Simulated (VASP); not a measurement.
Runs of VASP 6.6.1 on Ru. The structure is that of space group P6_3/mmc (No. 194), or close to it. The cells are those of the table. 

```tsv
cell	k mesh	gap on the mesh (eV)	pressure (GPa)
a = 2.754, b = 2.754, c = 8.830 Å, angles 90.0, 90.0, 120.0°, 4 atoms	13 × 13 × 4	none	0.6
a = 2.754, b = 2.754, c = 8.830 Å, angles 90.0, 90.0, 120.0°, 4 atoms	15 × 15 × 4	none	0.5
a = 2.639, b = 2.639, c = 8.461 Å, angles 90.0, 90.0, 120.0°, 4 atoms	15 × 15 × 4	none	(b)
a = 2.716, b = 2.716, c = 8.710 Å, angles 90.0, 90.0, 120.0°, 4 atoms	15 × 15 × 4	none	(a)
a = 2.678, b = 2.678, c = 8.588 Å, angles 90.0, 90.0, 120.0°, 4 atoms	15 × 15 × 4	none	27.8
a = 2.790, b = 2.790, c = 8.946 Å, angles 90.0, 90.0, 120.0°, 4 atoms	15 × 15 × 4	none	-9.0
```

Alike in all rows: task single point; level BLYP; potentials or basis VASP PAW PBE potentials, release 64 (Ru_pv); no spin polarisation; cutoff (eV) 520; smearing fermi-dirac 0.1 eV.

Problem. Fill in the values left out.

Solution. (a) 12.5; (b) 47.2.

Caveats: the PAW data sets were made with another functional, which shifts forces and pressure a little; the cell stands under pressure (at least some runs); the cell stands under tension (at least some runs).

A k mesh can miss the band edges, and the runs leave out spin-orbit coupling on Ru.

A gap of «none» marks levels without a gap at the run's occupations.
